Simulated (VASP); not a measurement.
# Cu (Fm-3m) in VASP: notebook, part 2 of 2

VASP 6.6.1. The steps go on from the part before.

### Step 5. Single point, LDA (volume scaled by 0.92)

Input file INCAR:

```
ALGO     = Normal         # electronic algorithm
EDIFF    = 1E-7           # SCF threshold, eV
ENCUT    = 520            # plane-wave cutoff, eV
GGA      = CA             # functional
ISIF     = 2              # what is computed and relaxed
ISMEAR   = -1             # smearing method
LASPH    = True           # aspherical terms in the spheres
LCHARG   = False          # write CHGCAR
LREAL    = False          # projectors in reciprocal space
LWAVE    = False          # write WAVECAR
NBANDS   = 12             # bands
NELM     = 80             # most SCF steps
PREC     = Accurate       # precision mode
SIGMA    = 0.1            # smearing width, eV
```

Input file KPOINTS:

```
k-points
0
Gamma
  25 25 25
```

Input file POSCAR:

```
Cu
1.0
    0.0000000000      1.7106089260      1.7106089260
    1.7106089260      0.0000000000      1.7106089260
    1.7106089260      1.7106089260      0.0000000000
Cu
1
Direct
    0.0000000000      0.0000000000      0.0000000000
```

Potentials or basis: VASP PAW LDA potentials, release 64 (Cu).

Command:

```console
$ cat potpaw_LDA.64/Cu/POTCAR > POTCAR
$ mpirun -np 1 vasp_std > vasp.out
```

OUTCAR:

```text
EDIFF = 1E-7
   ENCUT = 520
   GGA = CA
   ISIF = 2
   ISMEAR = -1
   LASPH = True
   LREAL = False
   NELM = 80
   PREC = Accurate

 ion  position               nearest neighbor table
   1  0.000  0.000  0.000-

  LATTYP: Found a face centered cubic cell.
 ALAT       =     3.4212178520

  Lattice vectors:

 A1 = (   0.0000000000,   1.7106089260,   1.7106089260)
 A2 = (   1.7106089260,   0.0000000000,   1.7106089260)
 A3 = (   1.7106089260,   1.7106089260,   0.0000000000)

Analysis of symmetry for initial positions (statically):
=====================================================================
 Subroutine PRICEL returns:
 Original cell was already a primitive cell.

 Routine SETGRP: Setting up the symmetry group for a
 face centered cubic supercell.

 Subroutine GETGRP returns: Found 48 space group operations
 (whereof 48 operations were pure point group operations)
 out of a pool of 48 trial point group operations.

The static configuration has the point symmetry O_h .

Analysis of symmetry for dynamics (positions and initial velocities):
=====================================================================
 Subroutine PRICEL returns:
 Original cell was already a primitive cell.

 Routine SETGRP: Setting up the symmetry group for a
[... 158 lines left out ...]

 k-point     1 :       0.0000    0.0000    0.0000
  band No.  band energies     occupation
      1      -1.0766      2.00000
      2       5.9635      2.00000
      3       5.9635      2.00000
      4       5.9635      2.00000
      5       7.0446      2.00000
      6       7.0446      2.00000
      7      33.5641      0.00000
      8      37.3901      0.00000
      9      37.3901      0.00000
     10      37.3901      0.00000
     11      40.1668      0.00000
     12      40.1668      0.00000
[... 331 lines left out ...]
 k-point    24 :       0.4400    0.0400    0.0000
  band No.  band energies     occupation
      1       3.3815      2.00000
      2       5.9240      2.00000
      3       5.9821      2.00000
      4       6.9815      2.00000
      5       7.7372      2.00000
      6       8.0221      2.00000
      7      15.6063      0.00000
      8      31.8618      0.00000
      9      33.2153      0.00000
     10      34.2377      0.00000
     11      37.7909      0.00000
     12      38.5441      0.00000

 [... further k-points ...]
[... 5 lines left out ...]
  --------------------------------------------------------------------------------------
  -------------------------------------------------------------------------------------
  Total        1.2746132      1.2746132      1.2746132     -0.0000000      0.0000000      0.0000000
  in kB      203.9890260    203.9890260    203.9890260     -0.0000000      0.0000000      0.0000000
  external PRESSURE =     203.9890260 kB  Pullay stress =       0.0000000 kB

 VOLUME and BASIS-vectors are now :
 -----------------------------------------------------------------------------
  energy-cutoff  :      520.00
  volume of cell :       10.01
      direct lattice vectors                 reciprocal lattice vectors
     0.000000000  1.710608926  1.710608926    -0.292293576  0.292293576  0.292293576
     1.710608926  0.000000000  1.710608926     0.292293576 -0.292293576  0.292293576
     1.710608926  1.710608926  0.000000000     0.292293576  0.292293576 -0.292293576

 POSITION                                       TOTAL-FORCE (eV/Angst)
 -----------------------------------------------------------------------------------
      0.00000      0.00000      0.00000         0.000000      0.000000      0.000000
 -----------------------------------------------------------------------------------
    total drift:                               -0.000000      0.000000     -0.000000

  FREE ENERGIE OF THE ION-ELECTRON SYSTEM (eV)
  ---------------------------------------------------
  free  energy   TOTEN  =        -4.6573866585 eV

  energy  without entropy=       -4.6479883878  energy(sigma->0) =       -4.65268752
```

stdout:

```text
POSCAR found type information on POSCAR Cu
 POSCAR found :  1 types and       1 ions
 scaLAPACK will be used
 LDA part: xc-table for (Slater(with rela. corr.)+CA(PZ))
 , standard interpolation
 POSCAR, INCAR and KPOINTS ok, starting setup
 FFT: planning ... GRIDC
 FFT: planning ... GRID_SOFT
 FFT: planning ... GRID
 WAVECAR not read
 entering main loop
```

Wall time 80 s (1 thread of Intel Xeon 8259CL, shared host); peak memory 0.16 GiB.

What came out:

```
Free energy : -4.6574 eV
Pressure    : 20.4 GPa
```

### Step 6. Single point, LDA (volume scaled by 0.96)

Input file INCAR:

```
PREC     = Accurate       # precision mode
ENCUT    = 520            # plane-wave cutoff, eV
EDIFF    = 1E-6           # SCF threshold, eV
ISMEAR   = -1             # smearing method
SIGMA    = 0.1            # smearing width, eV
LREAL    = F              # projectors in reciprocal space
LASPH    = T              # aspherical terms in the spheres
NELM     = 60             # most SCF steps
ALGO     = Normal         # electronic algorithm
ISIF     = 2              # what is computed and relaxed
LWAVE    = F              # write WAVECAR
LCHARG   = T              # write CHGCAR
LELF     = T              # ELF
LVHAR    = T            
NBANDS   = 12             # bands
```

Input file KPOINTS:

```
Automatic mesh
0
Gamma
  25 25 25
```

Input file POSCAR:

```
Cu
1.0
    0.0000000000      1.7350494984      1.7350494984
    1.7350494984      0.0000000000      1.7350494984
    1.7350494984      1.7350494984      0.0000000000
Cu
1
Direct
    0.0000000000      0.0000000000      0.0000000000
```

Potentials or basis: VASP PAW LDA potentials, release 64 (Cu).

Command:

```console
$ cat potpaw_LDA.64/Cu/POTCAR > POTCAR
$ mpirun -np 1 vasp_std > vasp.out
```

It took 81 s on 1 thread of Intel Xeon 8259CL, shared host; peak memory 0.16 GiB.

Results (log left out):

- Free energy: -4.6977 eV
- Pressure: 9.5 GPa

Levels at points of the mesh, in eV from the Fermi level:
| k point | band 2 | band 3 | band 4 | band 5 | band 6 | band 7 | band 8 | band 9 | band 10 | band 11 |
| --- | --- | --- | --- | --- | --- | --- | --- | --- | --- | --- |
| (0.00, 0.00, 0.00) | -3.53 | -3.53 | -3.53 | -2.52 | -2.52 | 23.60 | 27.06 | 27.06 | 27.06 | 29.75 |

### Step 7. Summary

```tsv
task	cell	k mesh	cutoff (eV)	gap on the mesh (eV)	pressure (GPa)
single point	a = 2.487 Å, angles 60.0°, 1 atom	15 × 15 × 15	520	none	0.9
relaxation of cell and atoms	relaxed from a = 2.556 Å, angles 60.0°, 1 atom	15 × 15 × 15	600	none	-0.1
single point	a = 2.384 Å, angles 60.0°, 1 atom	25 × 25 × 25	520	none	34.3
single point	a = 2.419 Å, angles 60.0°, 1 atom	25 × 25 × 25	520	none	20.4
single point	a = 2.454 Å, angles 60.0°, 1 atom	25 × 25 × 25	520	none	9.5
```

Alike in all rows: level LDA; potentials or basis VASP PAW LDA potentials, release 64 (Cu); no spin polarisation; smearing fermi-dirac 0.1 eV.

Absolute energies hang on the potentials; compare differences alone.
